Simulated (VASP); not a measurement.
Wanted: the native input for a VASP 6.6.1 run.

```
Task                   : single point
Functional             : r2SCAN
Potentials or basis    : VASP PAW PBE potentials, release 64 (Mo_sv)
Cutoff                 : 550 eV
k mesh                 : 14 × 14 × 14
Occupations            : fermi-dirac, width 0.1 eV
Spin                   : no spin polarisation
Dipole correction      : no
Further INCAR settings : ALGO = Normal; EDIFF = 1e-06; NBANDS = 13
```

The system is Mo.

```
Mo
1.0
     2.48382    0.00000    0.00000
     0.00000    2.48382    0.00000
     0.00000    0.00000    2.48382
Mo
1
Cartesian
  0.0000 0.0000 0.0000
```

This cell differs from its parent crystal: volume scaled by 0.88.

These files were run (other wordings do the same):

POSCAR

```
Mo
1.0
    2.4838222331      0.0000000000      0.0000000000
    0.0000000000      2.4838222331      0.0000000000
    0.0000000000      0.0000000000      2.4838222331
Mo
1
Direct
    0.0000000000      0.0000000000      0.0000000000
```

INCAR.step1

```
PREC = Accurate
ENCUT = 550
ISMEAR = -1
SIGMA = 0.1
LREAL = False
LASPH = True
NELM = 120
NBANDS = 13
GGA = PE
ALGO = Normal
EDIFF = 1E-5
LWAVE = True
LCHARG = False
GGA_COMPAT = False
```

INCAR.step2

```
PREC = Accurate
ENCUT = 550
EDIFF = 1E-6
ISMEAR = -1
SIGMA = 0.1
LREAL = False
LASPH = True
NELM = 120
ALGO = Normal
ISIF = 2
LWAVE = False
LCHARG = True
METAGGA = R2SCAN
LMIXTAU = True
LELF = True
LVHAR = True
NBANDS = 13
ISTART = 1
GGA_COMPAT = False
```

KPOINTS

```
Automatic mesh
0
Gamma
  14 14 14
```

Potentials or basis: VASP PAW PBE potentials, release 64 (Mo_sv).

Run with:

```bash
$ cat potpaw_PBE.64/Mo_sv/POTCAR > POTCAR
$ cp INCAR.step1 INCAR
$ mpirun -np 1 vasp_std > vasp.out
$ cp INCAR.step2 INCAR
$ mpirun -np 1 vasp_std > vasp.out
```

Results of the run:

* Pressure: 32.9 GPa
* Band gap on the k mesh: zero (band 7 reaches 14.71 eV, above the bottom of band 8 at 11.88 eV)

Caveat: the PAW data sets were made with another functional, which shifts forces and pressure a little.

Wall time 39 s on 1 thread of Intel(R) Xeon(R) 6975P-C (Granite Rapids), on a shared host, peak memory 0.14 GiB.
